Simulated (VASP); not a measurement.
Wanted: the native input for a VASP 6.6.1 run.

```yaml
Task: single point
Functional: PBE
Potentials_or_basis: VASP PAW PBE potentials, release 64 (Ba_sv)
Cutoff: 520 eV
k_mesh: 9 × 9 × 9
Occupations: methfessel-paxton, width 0.3 eV
Spin: no spin polarisation
Dipole_correction: no
Further_INCAR_settings: ALGO = Normal; EDIFF = 1e-06; NBANDS = 11
```

The structure of Ba lies in POSCAR:

```
Ba
1.0
   -2.5124914082      2.5124914082      2.5124914082
    2.5124914082     -2.5124914082      2.5124914082
    2.5124914082      2.5124914082     -2.5124914082
Ba
1
Direct
    0.0000000000      0.0000000000      0.0000000000
```

These files were run (other wordings do the same):

INCAR

```
SYSTEM = Ba
PREC = Accurate ; ENCUT = 520
EDIFF = 1E-6 ; ISMEAR = 1
SIGMA = 0.3 ; LREAL = .False.
LASPH = .True. ; NELM = 80
ALGO = Normal ; ISIF = 2
LWAVE = .False. ; LCHARG = .False.
GGA = PE ; NBANDS = 11
```

KPOINTS

```
regular mesh
0
Gamma
  9 9 9
  0 0 0
```

Potentials or basis: VASP PAW PBE potentials, release 64 (Ba_sv).

Run with:

```console
$ cat potpaw_PBE.64/Ba_sv/POTCAR > POTCAR
$ mpirun -np 1 vasp_std > vasp.out
```

Results of the run:

```
Pressure               : 0.0 GPa
Band gap on the k mesh : zero (bands 5 and 6 overlap by 0.91 eV)
```

Caveat: so wide a smearing shifts energies and pressures; spin-orbit coupling is left out, which moves the levels of the heavy elements.

Wall time 27 s on 1 thread of AMD EPYC 7R13, on a shared host, peak memory 0.15 GiB.
